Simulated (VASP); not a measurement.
Write the native input for VASP 6.6.1 that does the following.

- Task: single point
- Functional: PBE
- Potentials or basis: VASP PAW PBE potentials, release 64 (Ga_d, Sn_d, H)
- Cutoff: 520 eV
- k mesh: 10 × 10 × 10
- Occupations: gaussian, width 0.1 eV
- Spin: no spin polarisation
- Dipole correction: no
- Further INCAR settings: ALGO = Fast; EDIFF = 1e-06; NBANDS = 23

The structure of GaSnH3 lies in POSCAR:

```
GaSnH3
1.0
    3.8231423902      0.0000000000      0.0000000000
    0.0000000000      3.8231423902      0.0000000000
    0.0000000000      0.0000000000      4.0930458928
Ga Sn H
1 1 3
Direct
    0.5000000000      0.5000000000      0.5000000000
    0.0000000000      0.0000000000      0.0000000000
    0.0000000000      0.5000000000      0.5000000000
    0.5000000000      0.0000000000      0.5000000000
    0.0000000000      0.0000000000      0.5000000000
```

The cell was generated, and may not be a known phase.

These files were run (other wordings do the same):

INCAR

```
PREC     = Accurate       # precision mode
ENCUT    = 520            # plane-wave cutoff, eV
EDIFF    = 1E-6           # SCF threshold, eV
ISMEAR   = 0              # smearing method
SIGMA    = 0.1            # smearing width, eV
LREAL    = F              # projectors in reciprocal space
LASPH    = T              # aspherical terms in the spheres
NELM     = 60             # most SCF steps
ALGO     = Fast           # electronic algorithm
ISIF     = 2              # what is computed and relaxed
LWAVE    = F              # write WAVECAR
LCHARG   = T              # write CHGCAR
GGA      = PE             # functional
LELF     = T              # ELF
LVHAR    = T            
NBANDS   = 23             # bands
```

KPOINTS

```
regular mesh
0
Gamma
  10 10 10
```

Potentials or basis: VASP PAW PBE potentials, release 64 (Ga_d, Sn_d, H).

Run with:

```bash
$ cat potpaw_PBE.64/Ga_d/POTCAR potpaw_PBE.64/Sn_d/POTCAR potpaw_PBE.64/H/POTCAR > POTCAR
$ mpirun -np 1 vasp_std > vasp.out
```

It gave:

| Property | Result |
| --- | --- |
| Pressure | -0.1 GPa |
| Band gap on the k mesh | zero (bands 15 and 16 overlap by 4.58 eV) |

Caveat: spin-orbit coupling is left out, which moves the levels of the heavy elements.

Run time: 100 s on 1 thread of Oxide Virtual Turin-like Processor, with other jobs on the host, peak memory 0.26 GiB.
